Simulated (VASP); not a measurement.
Wanted: the native input for a VASP 6.6.1 run.

```yaml
Task: single point
Functional: LDA
Potentials_or_basis: VASP PAW LDA potentials, release 64 (Ni_sv_GW, O)
Cutoff: 700 eV
k_mesh: 12 × 12 × 6
Occupations: gaussian, width 0.05 eV
Spin: no spin polarisation
Dipole_correction: no
Further_INCAR_settings: ALGO = Normal; EDIFF = 1e-06; NBANDS = 22
```

The structure of NiO2 lies in POSCAR:

```
NiO2
1.0
    2.8038519370      0.0000000000      0.0000000000
   -1.4019259685      2.4282070059      0.0000000000
    0.0000000000      0.0000000000      4.0838103463
Ni O
1 2
Direct
    0.0000000000      0.0000000000      0.5000000000
    0.6666666667      0.3333333333      0.7186230907
    0.3333333333      0.6666666667      0.2813769093
```

This cell differs from its parent crystal: c/a of the conventional cell at fixed volume 1.4565.

One way to write it, as run:

INCAR

```
SYSTEM = NiO2
PREC = Accurate
ENCUT = 700
EDIFF = 1E-6
ISMEAR = 0
SIGMA = 0.05
LREAL = .FALSE.
LASPH = .TRUE.
NELM = 120
ALGO = Normal
ISIF = 2
LWAVE = .FALSE.
LCHARG = .FALSE.
NBANDS = 22
GGA_COMPAT = .FALSE.
```

KPOINTS

```
Automatic mesh
0
G
  12 12 6
  0 0 0
```

Potentials or basis: VASP PAW LDA potentials, release 64 (Ni_sv_GW, O).

Launch:

```bash
$ cat potpaw_LDA.64/Ni_sv_GW/POTCAR potpaw_LDA.64/O/POTCAR > POTCAR
$ mpirun -np 1 vasp_std > vasp.out
```

Results of the run:

```
Pressure               : -1.9 GPa
Largest force          : 0.234 eV/Å
Band gap on the k mesh : 0.64 eV (least direct gap 1.00 eV)
```

Caveat: the stress differs along the axes, from -4 to 2 GPa; the run has no spin polarisation, though such a crystal can be magnetic.

Run time: 69 s on 1 thread of Intel(R) Xeon(R) Platinum 8259CL CPU @ 2.50GHz (Skylake/Cascade Lake), on a shared host, peak memory 0.23 GiB.
